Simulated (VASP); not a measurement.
Write the native input for VASP 6.6.1 that does the following.

| Property | Result |
| --- | --- |
| Task | single point |
| Functional | LDA |
| Potentials or basis | VASP PAW LDA potentials, release 64 (Si, O) |
| Cutoff | 520 eV |
| k mesh | 6 × 6 × 6 |
| Occupations | gaussian, width 0.05 eV |
| Spin | no spin polarisation |
| Dipole correction | no |
| Further INCAR settings | ALGO = Normal; EDIFF = 1e-07; NBANDS = 40 |

The structure of Si4O7 (a cell with a defect) lies in POSCAR:

```
Si4O7
1.0
    0.0000000000      4.1548619959     -2.6614337333
    0.0000000000     -4.1548619959     -2.6614337333
   -4.1548619959      0.0000000000      2.6614337333
Si O
4 7
Direct
    0.2500000000      0.7500000000      0.5000000000
    0.7500000000      0.2500000000      0.5000000000
    0.0000000000      0.0000000000      1.0000000000
    0.5000000000      0.5000000000      1.0000000000
    1.0000000000      0.3055647994      0.3055647994
    0.5555647994      0.7500000000      0.8055647994
    0.0555647994      0.2500000000      0.8055647994
    0.0000000000      0.6944352006      0.6944352006
    0.4149061050      0.0000000000      0.4149061050
    0.9444352006      0.7500000000      0.1944352006
    0.4444352006      0.2500000000      0.1944352006
```

This cell differs from its parent crystal: atom 9 moved 0.500 of the way to it and -0.500 Å across, host rigid.

These files were run (other wordings do the same):

INCAR

```
ALGO = Normal
EDIFF = 1E-7
ENCUT = 520
ISIF = 2
ISMEAR = 0
LASPH = True
LCHARG = False
LREAL = False
LWAVE = False
NBANDS = 40
NELM = 60
PREC = Accurate
SIGMA = 0.05
```

KPOINTS

```
k-points
0
Gamma
  6 6 6
```

Potentials or basis: VASP PAW LDA potentials, release 64 (Si, O).

The run is started by

```sh
$ cat potpaw_LDA.64/Si/POTCAR potpaw_LDA.64/O/POTCAR > POTCAR
$ mpirun -np 1 vasp_std > vasp.out
```

Results of the run:

```yaml
Pressure: 37.6 GPa
Largest_force: 11.986 eV/Å
Band_gap_on_the_k_mesh: zero (band 29 reaches 11.61 eV, above the bottom of band 30 at 11.42 eV)
```

Caveat: the cell differs from its parent crystal (atom 9 moved 0.500 of the way to it and -0.500 Å across, host rigid).

Run time: 3.7 min on 1 thread of Intel(R) Xeon(R) Platinum 8259CL CPU @ 2.50GHz (Skylake/Cascade Lake), on a shared host, peak memory 0.26 GiB.
